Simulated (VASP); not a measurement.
Here is a VASP 6.6.1 calculation.

INCAR

```
ALGO = Normal ; DIPOL = 0.5 0.5 0.336
EDIFF = 1E-6 ; ENCUT = 520
GGA = PE ; IDIPOL = 3
ISIF = 2 ; ISMEAR = 0
LASPH = True ; LCHARG = False
LDIPOL = True ; LREAL = False
LWAVE = False ; NBANDS = 54
NELM = 60 ; PREC = Accurate
SIGMA = 0.1
```

Contents of KPOINTS:

```
k-points
0
Gamma
  6 6 1
```

POSCAR

```
Mo6F
1.0
    4.4695765307      0.0000000000      0.0000000000
   -2.2347882654      3.8707668198      0.0000000000
    0.0000000000      0.0000000000     19.7595667302
Mo F
6 1
Direct
    0.6666666667      0.3333333333      0.2024335885
    0.3333333333      0.6666666666      0.2486060831
    0.0000000000      0.0000000000      0.2947785778
    0.6666666667      0.3333333333      0.3368821123
    0.3333333333      0.6666666666      0.3779725567
    0.0000000000      0.0000000000      0.4180034331
    0.8888888889      0.4444444444      0.4711206385
```

Potentials or basis: VASP PAW PBE potentials, release 64 (Mo_sv, F).

Run with:

```bash
$ cat potpaw_PBE.64/Mo_sv/POTCAR potpaw_PBE.64/F/POTCAR > POTCAR
$ mpirun -np 1 vasp_std > vasp.out
```

Q: Estimate the largest force.

A: 1.698 eV/Å.

Q: What does it give for the band gap on the k mesh?

A: Zero (an odd number of electrons rules out a gap without spin polarisation).

Forces on the atoms (eV/Å):
```
Mo  -0.084 -0.048  1.696
Mo   0.070  0.040 -0.358
Mo  -0.045 -0.026 -1.203
Mo  -0.078 -0.045 -0.789
Mo  -0.374 -0.216  0.219
Mo  -0.179 -0.103  0.411
F    0.690  0.398  0.025
```

Caveat: an odd number of electrons without spin polarisation forces a metal; a magnetic or distorted state may lie lower.
